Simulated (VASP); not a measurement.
# V in VASP: further runs, part 2 of 3

VASP 6.6.1.

## (3) Single point, PBE, collinear spin, ferromagnetic start

Contents of INCAR:

```
SYSTEM = V
PREC = Accurate
ENCUT = 520
EDIFF = 1E-7
ISMEAR = 0
SIGMA = 0.2
LREAL = .False.
LASPH = .True.
NELM = 150
ALGO = Normal
ISIF = 2
LWAVE = .False.
LCHARG = .False.
ISPIN = 2
MAGMOM = 1.5
LORBIT = 11
LMAXMIX = 4
GGA = PE
NBANDS = 16
```

Contents of KPOINTS:

```
Automatic mesh
0
Gamma
  15 15 15
  0 0 0
```

Contents of POSCAR:

```
V
1.0
    0.0000000000      1.8950000000      1.8950000000
    1.8950000000      0.0000000000      1.8950000000
    1.8950000000      1.8950000000      0.0000000000
V
1
Direct
    0.0000000000      0.0000000000      0.0000000000
```

Potentials or basis: VASP PAW PBE potentials, release 64 (V_sv).

The run is started by

```bash
$ cat potpaw_PBE.64/V_sv/POTCAR > POTCAR
$ mpirun -np 1 vasp_std > vasp.out
```

OUTCAR:

```text
SYSTEM = V
   PREC = Accurate
   ENCUT = 520
   EDIFF = 1E-7
   ISMEAR = 0
   LREAL = .False.
   LASPH = .True.
   NELM = 150
   ISIF = 2
   ISPIN = 2
   LORBIT = 11
   GGA = PE

 ion  position               nearest neighbor table
   1  0.000  0.000  0.000-

  LATTYP: Found a face centered cubic cell.
 ALAT       =     3.7900000000

  Lattice vectors:

 A1 = (   0.0000000000,   1.8950000000,   1.8950000000)
 A2 = (   1.8950000000,   0.0000000000,   1.8950000000)
 A3 = (   1.8950000000,   1.8950000000,   0.0000000000)

Analysis of symmetry for initial positions (statically):
=====================================================================
 Subroutine PRICEL returns:
 Original cell was already a primitive cell.

 Routine SETGRP: Setting up the symmetry group for a
 face centered cubic supercell.

 Subroutine GETGRP returns: Found 48 space group operations
 (whereof 48 operations were pure point group operations)
 out of a pool of 48 trial point group operations.

The static configuration has the point symmetry O_h .

Analysis of symmetry for dynamics (positions and initial velocities):
[... 637 lines left out ...]

 [... further k-points ...]

 spin component 2

 k-point     1 :       0.0000    0.0000    0.0000
  band No.  band energies     occupation
      1     -54.1525      1.00000
      2     -27.4777      1.00000
      3     -27.4777      1.00000
      4     -27.4777      1.00000
      5       3.0174      1.00000
      6      10.0650      0.12613
[... 435 lines left out ...]
      5       4.4245      1.00000
      6       9.2205      1.00000
[... 8 lines left out ...]
     15      38.4071      0.00000
     16      39.0708      0.00000

 [... further k-points ...]

------------------------ aborting loop because EDIFF is reached ----------------------------------------

  FORCE on cell =-STRESS in cart. coord.  units (eV):
  Direction    XX          YY          ZZ          XY          YZ          ZX
  --------------------------------------------------------------------------------------
  -------------------------------------------------------------------------------------
  Total        0.3551839      0.3551839      0.3551839     -0.0000000     -0.0000000      0.0000000
  in kB       41.8125044     41.8125044     41.8125044     -0.0000000     -0.0000000      0.0000000
  external PRESSURE =      41.8125044 kB  Pullay stress =       0.0000000 kB

 VOLUME and BASIS-vectors are now :
 -----------------------------------------------------------------------------
  energy-cutoff  :      520.00
  volume of cell :       13.61
      direct lattice vectors                 reciprocal lattice vectors
     0.000000000  1.895000000  1.895000000    -0.263852243  0.263852243  0.263852243
     1.895000000  0.000000000  1.895000000     0.263852243 -0.263852243  0.263852243
     1.895000000  1.895000000  0.000000000     0.263852243  0.263852243 -0.263852243

 POSITION                                       TOTAL-FORCE (eV/Angst)
 -----------------------------------------------------------------------------------
      0.00000      0.00000      0.00000         0.000000     -0.000000     -0.000000
 -----------------------------------------------------------------------------------
    total drift:                               -0.000000     -0.000000     -0.000000

  FREE ENERGIE OF THE ION-ELECTRON SYSTEM (eV)
  ---------------------------------------------------
  free  energy   TOTEN  =        -8.7627303065 eV

  energy  without entropy=       -8.7282275558  energy(sigma->0) =       -8.74547893

 total charge

# of ion       s       p       d       tot
------------------------------------------
    1        2.347   6.231   3.047  11.626

 magnetization (x)

# of ion       s       p       d       tot
------------------------------------------
    1        0.000   0.000   0.000   0.000
```

stdout:

```text
POSCAR found type information on POSCAR V
 POSCAR found :  1 types and       1 ions
 scaLAPACK will be used
 LDA part: xc-table for (Slater+PW92), standard interpolation
 POSCAR, INCAR and KPOINTS ok, starting setup
 FFT: planning ... GRIDC
 FFT: planning ... GRID_SOFT
 FFT: planning ... GRID
 WAVECAR not read
 entering main loop
```

Wall time 22 s (1 thread of AMD EPYC 9R45 (Zen 5), shared host); peak memory 0.13 GiB.

Results:

- Free energy: -8.7627 eV
- Pressure: 4.2 GPa
- Net moment: 0.00 μB per cell
- Valence electrons inside the program's atomic spheres: V 11.63

Caveat: the cell stands under pressure.

## (4) Single point, PBE, collinear spin, ferromagnetic start

Contents of INCAR:

```
ALGO = Normal
EDIFF = 1E-6
ENCUT = 520
GGA = PE
ISIF = 2
ISMEAR = 1
ISPIN = 2
LASPH = True
LCHARG = False
LMAXMIX = 4
LORBIT = 11
LREAL = False
LWAVE = False
MAGMOM = 1.5
NBANDS = 16
NELM = 150
PREC = Accurate
SIGMA = 0.15
```

Contents of KPOINTS:

```
k-points
0
Gamma
  15 15 15
```

POSCAR is that of step 3.

Potentials or basis: VASP PAW PBE potentials, release 64 (V_sv).

The run is started by

```bash
$ cat potpaw_PBE.64/V_sv/POTCAR > POTCAR
$ mpirun -np 1 vasp_std > vasp.out
```

OUTCAR:

```text
EDIFF = 1E-6
   ENCUT = 520
   GGA = PE
   ISIF = 2
   ISMEAR = 1
   ISPIN = 2
   LASPH = True
   LORBIT = 11
   LREAL = False
   NELM = 150
   PREC = Accurate

 ion  position               nearest neighbor table
   1  0.000  0.000  0.000-

  LATTYP: Found a face centered cubic cell.
 ALAT       =     3.7900000000

  Lattice vectors:

 A1 = (   0.0000000000,   1.8950000000,   1.8950000000)
 A2 = (   1.8950000000,   0.0000000000,   1.8950000000)
 A3 = (   1.8950000000,   1.8950000000,   0.0000000000)

Analysis of symmetry for initial positions (statically):
=====================================================================
 Subroutine PRICEL returns:
 Original cell was already a primitive cell.

 Routine SETGRP: Setting up the symmetry group for a
 face centered cubic supercell.

 Subroutine GETGRP returns: Found 48 space group operations
 (whereof 48 operations were pure point group operations)
 out of a pool of 48 trial point group operations.

The static configuration has the point symmetry O_h .

Analysis of symmetry for dynamics (positions and initial velocities):
=====================================================================
 Subroutine PRICEL returns:
 Original cell was already a primitive cell.

 Routine SETGRP: Setting up the symmetry group for a
 face centered cubic supercell.

 Subroutine GETGRP returns: Found 48 space group operations
 (whereof 48 operations were pure point group operations)
 out of a pool of 48 trial point group operations.

The dynamic configuration has the point symmetry O_h .

Analysis of structural, dynamic, and magnetic symmetry:
=====================================================================
 Subroutine PRICEL returns:
 Original cell was already a primitive cell.

 Routine SETGRP: Setting up the symmetry group for a
 face centered cubic supercell.

 Subroutine GETGRP returns: Found 48 space group operations
 (whereof 48 operations were pure point group operations)
 out of a pool of 48 trial point group operations.

The overall configuration has the point symmetry O_h .

 Subroutine INISYM returns: Found 48 space group operations
 (whereof 48 operations are pure point group operations),
 and found     1 'primitive' translations

----------------------------------------------------------------------------------------

                                     Primitive cell

  volume of cell :      13.6100

  direct lattice vectors                    reciprocal lattice vectors
     0.000000000  1.895000000  1.895000000    -0.263852243  0.263852243  0.263852243
     1.895000000  0.000000000  1.895000000     0.263852243 -0.263852243  0.263852243
     1.895000000  1.895000000  0.000000000     0.263852243  0.263852243 -0.263852243

  length of vectors
     2.679934701  2.679934701  2.679934701     0.457005490  0.457005490  0.457005490

  position of ions in fractional coordinates (direct lattice)
     0.000000000  0.000000000  0.000000000

  ion indices of the primitive-cell ions
   primitive index   ion index
                 1           1

----------------------------------------------------------------------------------------

 KPOINTS: k-points

Automatic generation of k-mesh.
 Grid dimensions read from file:
[... 54 lines left out ...]
   NGXF,Y,Z  is equivalent  to a cutoff of  24.81, 24.81, 24.81 a.u.
 SYSTEM =  unknown system
   PREC   = accura    normal or accurate (medium, high low for compatibility)
   ISTART =      0    job   : 0-new  1-cont  2-samecut
   ICHARG =      2    charge: 1-file 2-atom 10-const
   ISPIN  =      2    spin polarized calculation?
   LNONCOLLINEAR =      F non collinear calculations
   LSORBIT =      F    spin-orbit coupling
   LASPH  =      T    aspherical Exc in radial PAW
   ENCUT  =  520.0 eV  38.22 Ry    6.18 a.u.   4.98  4.98  4.98*2*pi/ulx,y,z
   NELM   =    150;   NELMIN=  2; NELMDL= -5     # of ELM steps
   EDIFF  = 0.1E-05   stopping-criterion for ELM
   LREAL  =      F    real-space projection
   EDIFFG = 0.1E-04   stopping-criterion for IOM
   NSW    =      0    number of steps for IOM
   IBRION =     -1    ionic relax: 0-MD 1-quasi-New 2-CG
   NFREE  =      0    steps in history (QN), initial steepest desc. (CG)
   ISIF   =      2    stress and relaxation
   ISYM   =      2    0-nonsym 1-usesym 2-fastsym
   POTIM  = 0.5000    time-step for ionic-motion
   TEBEG  =    0.0;   TEEND  =   0.0 temperature during run
   PSTRESS=    0.0 pullay stress
   NELECT =      13.0000    total number of electrons
   NUPDOWN=      -1.0000    fix difference up-down
   EMIN   =  10.00;   EMAX   =-10.00  energy-range for DOS
   EFERMI =   0.00;   METHOD = LEGACY
   ISMEAR =     1;   SIGMA  =   0.15  broadening in eV -4-tet -1-fermi 0-gaus
   EFERMI_NEDOS =   21; number of points for ismear=-14 and -15
   IALGO  =     38    algorithm
   IMIX   =      4    mixing-type and parameters
     AMIX     =   0.40;   BMIX     =  1.00
     AMIX_MAG =   1.60;   BMIX_MAG =  1.00
  volume/ion in A,a.u.               =      13.61        91.84
  Fermi-wavevector in a.u.,A,eV,Ry     =   1.612266  3.046741 35.367013  2.599402
  Thomas-Fermi vector in A             =   2.707524
   LORBIT       =     11    0 simple, 1 ext, 2 COOP (PROOUT), +10 PAW based schemes
   GGA     = PE    functional components
   LHFCALC =     F    Hartree Fock is set to
   AEXX    =    0.0000 exact exchange contribution
   IVDW    =     0    specifies the selected vdW correction
   LEPSILON=     F    determine dielectric tensor
   LRPA    =     F    only Hartree local field effects (RPA)
 spin polarized calculation
 Methfessel and Paxton  Order N= 1 SIGMA  =   0.15
  energy-cutoff  :      520.00
  volume of cell :       13.61
 maximum number of plane-waves:       378
   NGX =  9   NGY =  9   NGZ =  9

 number of electron      13.0000007 magnetization      -0.0044497

 number of electron      13.0000007 magnetization       0.0011180

 Free energy of the ion-electron system (eV)
  ---------------------------------------------------
  ext. energy  EPLUGINS =         0.00000000
  ---------------------------------------------------
  free energy    TOTEN  =        -8.74558120 eV

  energy without entropy =       -8.74588245  energy(sigma->0) =       -8.74568162

 E-fermi :   9.8922     XC(G=0): -12.8510

 val. band max:        9.8747817597   @ k =   0.4667   0.1333   0.0667
 cond. band min:       9.8959664359   @ k =  -0.3333   0.4000   0.0667
 fundamental gap:      0.0211846762
 Fermi energy:         9.8921537515

 spin component 1

 k-point     1 :       0.0000    0.0000    0.0000
  band No.  band energies     occupation
      1     -54.1584      1.00000
      2     -27.4834      1.00000
      3     -27.4834      1.00000
      4     -27.4834      1.00000
      5       3.0168      1.00000
      6      10.0610     -0.03373
[... 435 lines left out ...]
      5       4.4238      1.00000
      6       9.2169      1.00000
[... 8 lines left out ...]
     15      38.4063      0.00000
     16      39.0701      0.00000

 [... further k-points ...]

 spin component 2

 k-point     1 :       0.0000    0.0000    0.0000
  band No.  band energies     occupation
      1     -54.1574      1.00000
      2     -27.4825      1.00000
      3     -27.4825      1.00000
      4     -27.4825      1.00000
      5       3.0174      1.00000
      6      10.0619     -0.03396
[... 435 lines left out ...]
      5       4.4244      1.00000
      6       9.2178      1.00000
[... 8 lines left out ...]
     15      38.4068      0.00000
     16      39.0707      0.00000

 [... further k-points ...]

------------------------ aborting loop because EDIFF is reached ----------------------------------------

  FORCE on cell =-STRESS in cart. coord.  units (eV):
  Direction    XX          YY          ZZ          XY          YZ          ZX
  --------------------------------------------------------------------------------------
  -------------------------------------------------------------------------------------
  Total        0.3334757      0.3334757      0.3334757      0.0000000     -0.0000000      0.0000000
  in kB       39.2570022     39.2570022     39.2570022      0.0000000     -0.0000000      0.0000000
  external PRESSURE =      39.2570022 kB  Pullay stress =       0.0000000 kB

 VOLUME and BASIS-vectors are now :
 -----------------------------------------------------------------------------
  energy-cutoff  :      520.00
  volume of cell :       13.61
      direct lattice vectors                 reciprocal lattice vectors
     0.000000000  1.895000000  1.895000000    -0.263852243  0.263852243  0.263852243
     1.895000000  0.000000000  1.895000000     0.263852243 -0.263852243  0.263852243
     1.895000000  1.895000000  0.000000000     0.263852243  0.263852243 -0.263852243

 POSITION                                       TOTAL-FORCE (eV/Angst)
 -----------------------------------------------------------------------------------
      0.00000      0.00000      0.00000        -0.000000      0.000000      0.000000
 -----------------------------------------------------------------------------------
    total drift:                               -0.000000     -0.000000     -0.000000

  FREE ENERGIE OF THE ION-ELECTRON SYSTEM (eV)
  ---------------------------------------------------
  free  energy   TOTEN  =        -8.7455812001 eV

  energy  without entropy=       -8.7458824492  energy(sigma->0) =       -8.74568162

 total charge

# of ion       s       p       d       tot
------------------------------------------
    1        2.347   6.231   3.047  11.625

 magnetization (x)

# of ion       s       p       d       tot
------------------------------------------
    1        0.000   0.000   0.001   0.001
```

OSZICAR:

```text
N       E                     dE             d eps       ncg     rms          rms(c)
DAV:   1     0.918833850619E+02    0.91883E+02   -0.64702E+03  7736   0.888E+02
DAV:   2    -0.830714141970E+01   -0.10019E+03   -0.96046E+02  8384   0.270E+02
DAV:   3    -0.981912709328E+01   -0.15120E+01   -0.15106E+01  8840   0.361E+01
DAV:   4    -0.982503788042E+01   -0.59108E-02   -0.59106E-02  9136   0.237E+00
DAV:   5    -0.982508956041E+01   -0.51680E-04   -0.51681E-04  9024   0.207E-01    0.186E+01
DAV:   6    -0.875234565882E+01    0.10727E+01   -0.17242E+00  7800   0.211E+01    0.232E+00
DAV:   7    -0.874771785587E+01    0.46278E-02   -0.53520E-02  8664   0.263E+00    0.172E+00
DAV:   8    -0.874822493825E+01   -0.50708E-03   -0.58956E-03  8240   0.873E-01    0.848E-01
DAV:   9    -0.874510226584E+01    0.31227E-02   -0.20345E-03  9000   0.526E-01    0.226E-01
DAV:  10    -0.874556040544E+01   -0.45814E-03   -0.54384E-04  8408   0.251E-01    0.342E-02
DAV:  11    -0.874557912039E+01   -0.18715E-04   -0.12525E-05  8384   0.391E-02    0.180E-02
DAV:  12    -0.874558111942E+01   -0.19990E-05   -0.40844E-06  8336   0.230E-02    0.490E-03
DAV:  13    -0.874558120011E+01   -0.80689E-07   -0.37977E-07  5352   0.604E-03
   1 F= -.87455812E+01 E0= -.87456816E+01  d E =0.301249E-03  mag=     0.0003
```

stdout:

```text
POSCAR found type information on POSCAR V
 POSCAR found :  1 types and       1 ions
 scaLAPACK will be used
 LDA part: xc-table for (Slater+PW92), standard interpolation
 POSCAR, INCAR and KPOINTS ok, starting setup
 FFT: planning ... GRIDC
 FFT: planning ... GRID_SOFT
 FFT: planning ... GRID
 WAVECAR not read
 entering main loop
```

Wall time 20 s (1 thread of AMD EPYC 9R45 (Zen 5), shared host); peak memory 0.13 GiB.

Results:

```
Free energy                                           : -8.7456 eV
Pressure                                              : 3.9 GPa
Net moment                                            : 0.00 μB per cell
Valence electrons inside the program's atomic spheres : V 11.62
```

Levels at points of the mesh, in eV from the Fermi level:
Spin up:
```csv
k point,band 4,band 5,band 6,band 7,band 8,band 9
"(0.00, 0.00, 0.00)",-37.38,-6.88,0.17,0.17,0.17,1.96
```
Spin down:
| k point | band 2 | band 3 | band 4 | band 5 | band 6 | band 7 | band 8 | band 9 | band 10 | band 11 |
| --- | --- | --- | --- | --- | --- | --- | --- | --- | --- | --- |
| (0.00, 0.00, 0.00) | -37.37 | -37.37 | -37.37 | -6.87 | 0.17 | 0.17 | 0.17 | 1.96 | 1.96 | 17.76 |

Caveat: the cell stands under pressure.

(Part 2 of 3 ends here.)
